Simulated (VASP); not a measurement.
# H10CO5 in VASP: further runs

Runs on H10CO5. Level: PBE+D3(BJ). Tasks: single point.

All numbers are computed with VASP 6.6.1; they aren't measurements. Logs are shortened: lines on timing, memory, paths and dates and some standing lists are left out, and cuts for length are marked.

## (1) The cell of the first run

The cell holds a disordered packing, 16 atoms: a = 5.657 Å, b = 5.657 Å, c = 5.657 Å, α = 90.00°, β = 90.00°, γ = 90.00°.

## (2) Single point, PBE+D3(BJ)

Contents of INCAR:

```
PREC = Accurate
ENCUT = 1000
EDIFF = 1E-6
ISMEAR = -1
SIGMA = 0.05
LREAL = Auto
LASPH = T
NELM = 120
ALGO = Normal
ISIF = 2
LWAVE = F
LCHARG = F
GGA = PE
IVDW = 12
NBANDS = 36
GGA_COMPAT = F
```

Contents of KPOINTS:

```
Automatic mesh
0
Gamma
  1 1 1
```

Contents of POSCAR:

```
H10CO5
1.0
    5.6566530000      0.0000000000      0.0000000000
    0.0000000000      5.6566530000      0.0000000000
    0.0000000000      0.0000000000      5.6566530000
O H C
5 10 1
Direct
    0.5081273325      0.8368199357      0.0782971839
    0.5424939447      0.2802187088      0.8291121976
   -0.0551562912      0.5766130608      0.8258417124
    0.0264113779      1.0347992002     -0.0231232144
    0.2247795649      1.0571622477      0.5285988022
    0.5489995586      0.6767429432      0.0203300432
    0.5662358996      0.9576687840     -0.0406777647
    0.4677324206      0.2655280428      0.6731896052
    0.7051519688      0.3499772745      0.8091357204
   -0.0129405145      0.7394478678      0.8113631860
    0.0619624361      0.5085162551      0.9258832034
    0.1724871580      1.0597079227      0.0723749539
   -0.0721097794      0.9928132413      0.1166767698
    0.5487343841      0.8855236480      0.5438728520
    0.2764532313      0.7135845172      0.4719752122
    0.3598240868      0.8862307799      0.5166482724
```

Potentials or basis: VASP PAW PBE potentials, release 64 (O_h, H_h, C_h).

The run is started by

```sh
> cat potpaw_PBE.64/O_h/POTCAR potpaw_PBE.64/H_h/POTCAR potpaw_PBE.64/C_h/POTCAR > POTCAR
> mpirun -np 1 vasp_gam > vasp.out
```

OUTCAR:

```text
PREC = Accurate
   ENCUT = 1000
   EDIFF = 1E-6
   ISMEAR = -1
   LREAL = Auto
   LASPH = T
   NELM = 120
   ISIF = 2
   GGA = PE
   IVDW = 12
 IVDW          = 12

 ion  position               nearest neighbor table
   1  0.508  0.837  0.078-   6 0.99   7 1.01
   2  0.542  0.280  0.829-   8 0.98   9 1.01
   3  0.945  0.577  0.826-  11 0.95  10 0.96
   4  0.026  0.035  0.977-  13 1.00  12 1.00
   5  0.225  0.057  0.529-  16 1.23
   6  0.549  0.677  0.020-   1 0.99
   7  0.566  0.958  0.959-   1 1.01
   8  0.468  0.266  0.673-   2 0.98
   9  0.705  0.350  0.809-   2 1.01
  10  0.987  0.739  0.811-   3 0.96
  11  0.062  0.509  0.926-   3 0.95
  12  0.172  0.060  0.072-   4 1.00
  13  0.928  0.993  0.117-   4 1.00
  14  0.549  0.886  0.544-  16 1.08
  15  0.276  0.714  0.472-  16 1.11
  16  0.360  0.886  0.517-  14 1.08  15 1.11   5 1.23

  LATTYP: Found a simple cubic cell.
 ALAT       =     5.6566530000

  Lattice vectors:

 A1 = (   5.6566530000,   0.0000000000,   0.0000000000)
 A2 = (   0.0000000000,   5.6566530000,   0.0000000000)
 A3 = (   0.0000000000,   0.0000000000,   5.6566530000)

Analysis of symmetry for initial positions (statically):
=====================================================================
 Subroutine PRICEL returns:
 Original cell was already a primitive cell.

 Routine SETGRP: Setting up the symmetry group for a
 simple cubic supercell.

 Subroutine GETGRP returns: Found  1 space group operations
 (whereof  1 operations were pure point group operations)
 out of a pool of 48 trial point group operations.

The static configuration has the point symmetry C_1 .

Analysis of symmetry for dynamics (positions and initial velocities):
=====================================================================
 Subroutine PRICEL returns:
 Original cell was already a primitive cell.

 Routine SETGRP: Setting up the symmetry group for a
 simple cubic supercell.

 Subroutine GETGRP returns: Found  1 space group operations
 (whereof  1 operations were pure point group operations)
 out of a pool of 48 trial point group operations.

The dynamic configuration has the point symmetry C_1 .

 Subroutine INISYM returns: Found  1 space group operations
 (whereof  1 operations are pure point group operations),
 and found     1 'primitive' translations

[... 101 lines left out ...]
   NSW    =      0    number of steps for IOM
   IBRION =     -1    ionic relax: 0-MD 1-quasi-New 2-CG
   NFREE  =      0    steps in history (QN), initial steepest desc. (CG)
   ISIF   =      2    stress and relaxation
   ISYM   =      2    0-nonsym 1-usesym 2-fastsym
   POTIM  = 0.5000    time-step for ionic-motion
   TEBEG  =    0.0;   TEEND  =   0.0 temperature during run
   PSTRESS=    0.0 pullay stress
   NELECT =      44.0000    total number of electrons
   NUPDOWN=      -1.0000    fix difference up-down
   EMIN   =  10.00;   EMAX   =-10.00  energy-range for DOS
   EFERMI =   0.00;   METHOD = LEGACY
   ISMEAR =    -1;   SIGMA  =   0.05  broadening in eV -4-tet -1-fermi 0-gaus
   EFERMI_NEDOS =   21; number of points for ismear=-14 and -15
   IALGO  =     38    algorithm
   IMIX   =      4    mixing-type and parameters
     AMIX     =   0.40;   BMIX     =  1.00
     AMIX_MAG =   1.60;   BMIX_MAG =  1.00
  volume/ion in A,a.u.               =      11.31        76.34
  Fermi-wavevector in a.u.,A,eV,Ry     =   1.021722  1.930775 14.203344  1.043916
  Thomas-Fermi vector in A             =   2.155362
   LORBIT       =      0    0 simple, 1 ext, 2 COOP (PROOUT), +10 PAW based schemes
   GGA     = PE    functional components
   LHFCALC =     F    Hartree Fock is set to
   AEXX    =    0.0000 exact exchange contribution
   IVDW    =    12    specifies the selected vdW correction
   LEPSILON=     F    determine dielectric tensor
   LRPA    =     F    only Hartree local field effects (RPA)
 non-spin polarized calculation
  energy-cutoff  :     1000.00
  volume of cell :      181.00
 maximum number of plane-waves:      6519
 NGX is ok and might be reduce to    60
   NGX = 29   NGY = 29   NGZ = 29

 number of electron      43.9999998 magnetization

 Free energy of the ion-electron system (eV)
  ---------------------------------------------------
  ext. energy  EPLUGINS =         0.00000000
  ---------------------------------------------------
  free energy    TOTEN  =       -80.48873176 eV

  energy without entropy =      -80.48873176  energy(sigma->0) =      -80.48873176

 E-fermi :  -1.9892     XC(G=0):  -6.5728

 val. band max:       -3.2191283209   @ k =   0.0000   0.0000   0.0000
 cond. band min:       0.9032963189   @ k =   0.0000   0.0000   0.0000
 fundamental gap:      4.1224246397
 Fermi energy:        -1.9892412154

 k-point     1 :       0.0000    0.0000    0.0000
  band No.  band energies     occupation
      1     -23.2213      2.00000
      2     -22.1503      2.00000
      3     -21.7201      2.00000
      4     -21.5890      2.00000
      5     -21.3408      2.00000
      6     -12.5237      2.00000
[... 26 lines left out ...]
     33       7.7340      0.00000
     34       7.9473      0.00000
 [bands above 34 left out]

------------------------ aborting loop because EDIFF is reached ----------------------------------------

 Edisp (eV)   -0.56306

 E8    (eV) :    -0.1219

  FORCE on cell =-STRESS in cart. coord.  units (eV):
  Direction    XX          YY          ZZ          XY          YZ          ZX
  --------------------------------------------------------------------------------------
  -------------------------------------------------------------------------------------
  Total      -0.86008    -1.54999    -1.85804    -0.11671     0.49676     0.46113
  in kB      -7.61323   -13.72024   -16.44705    -1.03309     4.39718     4.08180
  external pressure =      -12.59 kB  Pullay stress =        0.00 kB

 VOLUME and BASIS-vectors are now :
 -----------------------------------------------------------------------------
  energy-cutoff  :     1000.00
  volume of cell :      181.00
      direct lattice vectors                 reciprocal lattice vectors
     5.656653000  0.000000000  0.000000000     0.176782985  0.000000000  0.000000000
     0.000000000  5.656653000  0.000000000     0.000000000  0.176782985  0.000000000
     0.000000000  0.000000000  5.656653000     0.000000000  0.000000000  0.176782985

 POSITION                                       TOTAL-FORCE (eV/Angst)
 -----------------------------------------------------------------------------------
      2.87430      4.73360      0.44290         0.458096     -0.035784     -0.704051
      3.06870      1.58510      4.69000         0.998619      0.282744     -0.034869
      5.34465      3.26170      4.67150        -0.966697     -0.877690     -0.736354
      0.14940      0.19685      5.52585         0.200678      0.232785      2.487258
      1.27150      0.32335      2.99010         1.330502     -0.435860     -0.242884
      3.10550      3.82810      0.11500         0.012553      0.780035      0.060980
[... 8 lines left out ...]
      1.56380      4.03650      2.66980         0.327797     -0.253423      0.166737
      2.03540      5.01310      2.92250        -2.475971      0.009313     -0.612261
 -----------------------------------------------------------------------------------
    total drift:                                0.000726     -0.001036      0.003724

  FREE ENERGIE OF THE ION-ELECTRON SYSTEM (eV)
  ---------------------------------------------------
  free  energy   TOTEN  =       -81.0517958338 eV

  energy  without entropy=      -81.0517958338  energy(sigma->0) =      -81.05179583
```

Wall time 53 s (1 thread of Intel Xeon Platinum 8259CL at 2.50GHz (Skylake/Cascade Lake), shared host); peak memory 0.44 GiB.

What came out:

| Property | Result |
| --- | --- |
| Free energy | -81.0518 eV |
| Pressure | -1.3 GPa |
| Largest force | 2.551 eV/Å |
| Dispersion energy per atom | -0.035 eV |

Forces in eV/Å, atoms in the order of the input:
```
O    0.458 -0.036 -0.704
O    0.999  0.283 -0.035
O   -0.967 -0.878 -0.736
O    0.201  0.233  2.487
O    1.331 -0.436 -0.243
H    0.013  0.780  0.061
H   -0.449 -0.644  0.751
H    0.003  0.114  0.306
H   -1.013 -0.273 -0.118
H    0.217  1.104  0.187
H    0.667 -0.430  0.417
H   -0.280 -0.131 -1.171
H   -0.066  0.142 -1.005
H    1.036  0.416  0.248
H    0.328 -0.253  0.167
C   -2.476  0.009 -0.612
```

Caveat: the k points lie up to 1.11 Å⁻¹ apart, too coarse for converged energies, forces and pressures.

(Part 1 of 2 ends here.)
